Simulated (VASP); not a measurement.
**V: single point with revPBE**

Crystal: V.

```xyz
4
Lattice="2.6849 0.0000 0.0000 -1.3425 2.3252 0.0000 0.0000 0.0000 9.4066" Properties=species:S:1:pos:R:3 pbc="T T T"
V     1.3425    2.3252    0.0000
V     1.3425    2.3252    4.7033
V     0.0000    1.5501    2.3516
V     1.3425    0.7751    7.0549
```

This isn't the form of V at room conditions, which is bcc.

- Program: VASP 6.6.1
- Task: single point
- Functional: revPBE
- Potentials or basis: VASP PAW PBE potentials, release 64 (V_sv)
- Cutoff: 520 eV
- k mesh: 15 × 15 × 4
- Occupations: fermi-dirac, width 0.1 eV
- Spin: no spin polarisation
- Dipole correction: no
- Further INCAR settings: ALGO = Normal; EDIFF = 1e-06; NBANDS = 34

* Pressure: -5.8 GPa
* Band gap on the k mesh: zero (bands 26 and 27 overlap by 0.88 eV)

Stress tensor (GPa, compression positive):
```
-5.73  0.00  0.00
 0.00 -5.73  0.00
 0.00  0.00 -5.89
```

Levels at points of the mesh, in eV from the Fermi level:
```csv
k point,band 24,band 25,band 26,band 27,band 28,band 29
"(0.00, 0.00, 0.00)",-0.01,0.23,0.23,0.28,0.28,0.48
"(0.00, 0.00, 0.50)",-0.48,0.29,0.29,0.29,0.29,0.46
```

Wall time 93 s on 1 thread of AMD EPYC 9R45 (Zen 5), on a shared host, peak memory 0.21 GiB.

Caveat: the cell stands under tension; the PAW data sets were made with another functional, which shifts forces and pressure a little.
